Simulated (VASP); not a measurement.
Here is a VASP 6.6.1 calculation.

File INCAR:

```
SYSTEM = Au
PREC = Accurate
ENCUT = 500
EDIFF = 1E-6
ISMEAR = 0
SIGMA = 0.1
LREAL = .FALSE.
LASPH = .TRUE.
NELM = 120
ALGO = Normal
ISIF = 2
LWAVE = .FALSE.
LCHARG = .FALSE.
GGA = PE
NBANDS = 18
GGA_COMPAT = .FALSE.
```

KPOINTS

```
regular mesh
0
G
  3 3 2
  0 0 0
```

Contents of POSCAR:

```
Au
1.0
    1.4113099650     -2.5559330250      0.0000000000
    1.4113099650      2.5559330250      0.0000000000
    0.0000000000      0.0000000000      4.8931696100
Au
2
Direct
    0.6653279700      0.3346720300      0.2500000000
    0.3346720300      0.6653279700      0.7602183255
```

Potentials or basis: VASP PAW PBE potentials, release 64 (Au).

Run with:

```console
$ cat potpaw_PBE.64/Au/POTCAR > POTCAR
$ mpirun -np 1 vasp_std > vasp.out
```

(1) What does it give for the pressure?

(2) Predict the largest force.

(3) What does it give for the band gap on the k mesh?

## Answers

(1) 2.3 GPa.

(2) 0.121 eV/Å.

(3) zero (band 11 reaches 12.90 eV, above the bottom of band 12 at 6.42 eV).

Caveat: the k points lie up to 0.85 Å⁻¹ apart; spin-orbit coupling is left out, which moves the levels of the heavy elements.
